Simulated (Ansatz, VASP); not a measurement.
**One calculation of Ge, two programs**

INCAR

```
SYSTEM = Ge
ALGO = Normal ; EDIFF = 1E-6
ENCUT = 520 ; GGA = CA
ISIF = 2 ; ISMEAR = -1
LASPH = .True. ; LCHARG = .False.
LREAL = .False. ; LWAVE = .False.
NBANDS = 13 ; NELM = 100
PREC = Accurate ; SIGMA = 0.1
```

File KPOINTS:

```
k-points
0
Gamma
  15 15 15
  0 0 0
```

Contents of POSCAR:

```
Ge
1.0
   -1.6911728995      1.6911728995      1.6911728995
    1.6911728995     -1.6911728995      1.6911728995
    1.6911728995      1.6911728995     -1.6911728995
Ge
1
Direct
    0.0000000000      0.0000000000      0.0000000000
```

Input for Ansatz:

```yaml
crystal:
  lattice:
    - [-1.6911728995, 1.6911728995, 1.6911728995]
    - [1.6911728995, -1.6911728995, 1.6911728995]
    - [1.6911728995, 1.6911728995, -1.6911728995]
  atoms:
    - { symbol: Ge, position: [0.0, 0.0, 0.0] }
hamiltonian:
  xc: lda
  pseudopotentials:
    kind: paw
    azcp:
      Ge: "pseudopotentials/Ge.paw.azcp"
basis:
  ecutwfc: 420
  fft_grid_basis: typed
kpoints:
  mp_grid: { grid: [15, 15, 15], shift: [0, 0, 0] }
magnetization:
  spin_polarized: false
scf:
  occupations: { method: fermi_dirac, width: 0.1 }
  lower_state_search: "off"
output:
  stress: true
```

Alike in both runs: task single point; functional LDA; k mesh 15 × 15 × 15; occupations fermi-dirac, width 0.1 eV; no spin polarisation.

```csv
,VASP,Ansatz
version,VASP 6.6.1,Ansatz 0.2.0
potentials or method,"VASP PAW LDA potentials, release 64 (Ge_d), cutoff 520 eV","plane waves (420 eV) with PAW, scalar-relativistic"
valence electrons in the cell,14,14
```

Ansatz gave:

- pressure (GPa): -5.4

Problem. What did VASP give for the same quantities?

Solution. Pressure (GPa): -5.2.

Ansatz warns that its potentials were made for another functional, while VASP's fit it. LDA's correlation is that of Perdew and Zunger in VASP and of Perdew and Wang (1992) in Ansatz.
